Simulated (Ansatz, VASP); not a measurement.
**HfO2: VASP beside Ansatz**

```
Hf O
1.0
    -2.00929    2.00929    5.32271
     2.00929   -2.00929    5.32271
     2.00929    2.00929   -5.32271
Hf O
2 4
Direct
  0.00000 0.00000 0.00000
  0.75000 0.25000 0.50000
  0.79829 0.79829 0.00000
  0.95171 0.45171 0.50000
  0.54829 0.04829 0.50000
  0.20171 0.20171 0.00000
```

Alike in both runs: functional PBE; k mesh 8 × 8 × 8; occupations gaussian, width 0.02 eV; no spin polarisation.

Ansatz relaxed the structure, and its values are those at the end. VASP's run is a single point on that final structure, the one shown.

|  | VASP | Ansatz |
| --- | --- | --- |
| version | VASP 6.6.1 | Ansatz 0.2.0 |
| potentials or method | VASP PAW PBE potentials, release 64 (Hf_pv, O), cutoff 520 eV | scalar-relativistic, plane waves, PAW |
| valence electrons in the cell | 44 | 76 |

|  | VASP | Ansatz | Ansatz less VASP |
| --- | --- | --- | --- |
| gap on the k mesh at the Fermi level (eV) | 4.42 | 4.43 | +0.007 |
| least direct gap on the mesh (eV) | 4.65 | 4.66 | +0.012 |
| pressure (GPa) | -2.4 | 0.0 | +2.41 |
| rms of the force components (eV/Å) | 0.023 | 0.000 | -0.0231 |

VASP's potentials hold 44 valence electrons a cell and Ansatz's 76, so a difference there can come from the potentials and not from the codes.

Spin-orbit coupling is off throughout.
